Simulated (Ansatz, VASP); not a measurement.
One calculation of HfN, two programs

```
Hf N
1.0
     0.00000    2.25900    2.30418
     2.25900    0.00000    2.30418
     2.25900    2.25900    0.00000
Hf N
1 1
Direct
  0.00000 0.00000 0.00000
  0.50000 0.50000 0.50000
```

Change from the starting cell: z stretched by +2 %, ions relaxed.

Alike in both runs: functional PBE; k mesh 18 × 18 × 18; occupations fermi-dirac, width 0.05 eV; no spin polarisation.

Ansatz relaxed the structure, and its values are those at the end. VASP's run is a single point on that final structure, the one shown.

|  | VASP | Ansatz |
| --- | --- | --- |
| version | VASP 6.6.1 | Ansatz 0.2.0 |
| potentials or method | VASP PAW PBE potentials, release 64 (Hf_pv, N) | plane-wave PAW, scalar-relativistic |
| plane-wave cutoff (eV) | 520 | 420 |
| valence electrons in the cell | 15 | 31 |

VASP gave:

| Quantity | Value |
| --- | --- |
| pressure (GPa) | -2.1 |

Task: What did Ansatz give for the same quantities?

Result: Pressure (GPa): 0.2.

VASP's potentials hold 15 valence electrons a cell and Ansatz's 31, so a difference there can come from the potentials and not from the codes. Ansatz's warnings: stress scf threshold loose.

Neither program's run includes spin-orbit coupling.
